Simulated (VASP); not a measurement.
A run of VASP 6.6.1 is set up as follows.

INCAR

```
ALGO = Normal
EDIFF = 1E-7
ENCUT = 520
GGA = PE
ISIF = 2
ISMEAR = 0
LASPH = T
LCHARG = F
LREAL = F
LWAVE = F
NBANDS = 11
NELM = 100
PREC = Accurate
SIGMA = 0.1
```

KPOINTS

```
k-points
0
Gamma
  15 15 8
```

Contents of POSCAR:

```
Si
1.0
    2.6655775094      0.0000000000      0.0000000000
   -1.3327887547      2.3084578389      0.0000000000
    0.0000000000      0.0000000000      4.5062692700
Si
2
Direct
    0.3333333300      0.6666666700      0.2500000000
    0.6666666700      0.3333333300      0.7999304384
```

Potentials or basis: VASP PAW PBE potentials, release 64 (Si).

Launch:

```console
$ cat potpaw_PBE.64/Si/POTCAR > POTCAR
$ mpirun -np 1 vasp_std > vasp.out
```

(1) What does it give for the pressure?

(2) Predict the band gap on the k mesh.

Answers

(1) 6.2 GPa.

(2) zero (band 4 reaches 19.51 eV, above the bottom of band 5 at 7.19 eV).

Caveat: the cell differs from its parent crystal (one atom moved); forces of over 1 eV/Å act on the atoms, so gaps and moduli don't describe the material at rest.
